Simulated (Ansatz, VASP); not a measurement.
One calculation of BeS, two programs

Contents of INCAR:

```
SYSTEM = BeS
PREC = Accurate
ENCUT = 520
EDIFF = 1E-8
ISMEAR = -1
SIGMA = 0.05
LREAL = .FALSE.
LASPH = .TRUE.
NELM = 100
ALGO = Normal
ISIF = 2
LWAVE = .FALSE.
LCHARG = .FALSE.
GGA = PE
LEFG = .TRUE.
NBANDS = 11
```

File KPOINTS:

```
Automatic mesh
0
G
  12 12 12
  0 0 0
```

File POSCAR:

```
BeS
1.0
    0.0000000000      2.4047076016      2.4047076016
    2.4047076016      0.0000000000      2.4047076016
    2.4047076016      2.4047076016      0.0000000000
Be S
1 1
Direct
    0.0000000000      0.0000000000      0.0000000000
    0.2500000000      0.2500000000      0.2500000000
```

Input for Ansatz:

```yaml
crystal:
  lattice:
    - [0.0, 2.4047076016, 2.4047076016]
    - [2.4047076016, 0.0, 2.4047076016]
    - [2.4047076016, 2.4047076016, 0.0]
  atoms:
    - { symbol: Be, position: [0.0, 0.0, 0.0] }
    - { symbol: S, position: [0.25, 0.25, 0.25] }
kpoints:
  mp_grid: { grid: [12, 12, 12] }
scf:
  occupations: { method: fermi_dirac, width: 0.05 }
hamiltonian:
  xc: pbe
  pseudopotentials: { kind: paw }
output:
  forces: true
  stress: true
  eigenvalues: true
  efg: { contact_densities: true }
```

Change from the starting cell: volume scaled by 0.96, PAW files.

Alike in both runs: task electric field gradients; functional PBE; k mesh 12 × 12 × 12; occupations fermi-dirac, width 0.05 eV; no spin polarisation.

|  | VASP | Ansatz |
| --- | --- | --- |
| version | VASP 6.6.1 | Ansatz 0.2.0 |
| potentials or method | VASP PAW PBE potentials, release 64 (Be, S) | PAW with Ansatz's default frozen-core files, scalar-relativistic |
| plane-wave cutoff (eV) | 520 | 420 |
| valence electrons in the cell | 8 | 8 |

|  | VASP | Ansatz | Ansatz less VASP |
| --- | --- | --- | --- |
| gap on the k mesh at the Fermi level (eV) | 3.05 | 3.05 | -0.001 |
| pressure (GPa) | 4.2 | 4.2 | -0.01 |

With one functional, cell and mesh, what is left measures potentials, basis and numerics.
